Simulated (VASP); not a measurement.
Input of a VASP 6.6.1 run:

File POSCAR:

```
Ni
1.0
    0.0000000000      1.7600000000      1.7600000000
    1.7600000000      0.0000000000      1.7600000000
    1.7600000000      1.7600000000      0.0000000000
Ni
1
Direct
    0.0000000000      0.0000000000      0.0000000000
```

File INCAR.step1:

```
SYSTEM = Ni
PREC = Accurate ; ENCUT = 660
ISMEAR = -1 ; SIGMA = 0.05
LREAL = .FALSE. ; LASPH = .TRUE.
NELM = 200 ; ISPIN = 2
MAGMOM = 1.5 ; LMAXMIX = 4
GGA = PE ; ALGO = Normal
EDIFF = 1E-5 ; LWAVE = .TRUE.
LCHARG = .FALSE. ; GGA_COMPAT = .FALSE.
IBRION = 2 ; ISIF = 3
EDIFFG = -0.005 ; NELMIN = 4
NSW = 100
```

Contents of INCAR.step2:

```
SYSTEM = Ni
PREC = Accurate ; ENCUT = 660
EDIFF = 1E-7 ; ISMEAR = -1
SIGMA = 0.05 ; LREAL = .FALSE.
LASPH = .TRUE. ; NELM = 200
ALGO = Normal ; ISIF = 3
LWAVE = .FALSE. ; LCHARG = .FALSE.
ISPIN = 2 ; MAGMOM = 1.5
LORBIT = 11 ; LMAXMIX = 4
METAGGA = R2SCAN ; LMIXTAU = .TRUE.
IVDW = 13 ; VDW_S6 = 1.0
VDW_S8 = 0.6018749 ; VDW_A1 = 0.51559235
VDW_A2 = 5.77342911 ; IBRION = 2
NSW = 80 ; EDIFFG = -0.02
ISTART = 1 ; GGA_COMPAT = .FALSE.
NELMIN = 4
```

The input KPOINTS:

```
Automatic mesh
0
G
  8 8 8
  0 0 0
```

Potentials or basis: VASP PAW PBE potentials, release 64 (Ni).

The run is started by

```console
$ cat potpaw_PBE.64/Ni/POTCAR > POTCAR
$ cp INCAR.step1 INCAR
$ mpirun -np 1 vasp_std > vasp.out
$ cp INCAR.step2 INCAR
$ mpirun -np 1 vasp_std > vasp.out
```

(1) Estimate the space group after relaxing (to 0.1 Å).

(2) What does it give for the relaxed volume?

Answers

(1) Fm-3m (No. 225).

(2) 10.42 Å³/atom.

Caveat: the k points lie up to 0.39 Å⁻¹ apart in the final cell; the PAW data sets were made with another functional, which shifts forces and pressure a little.
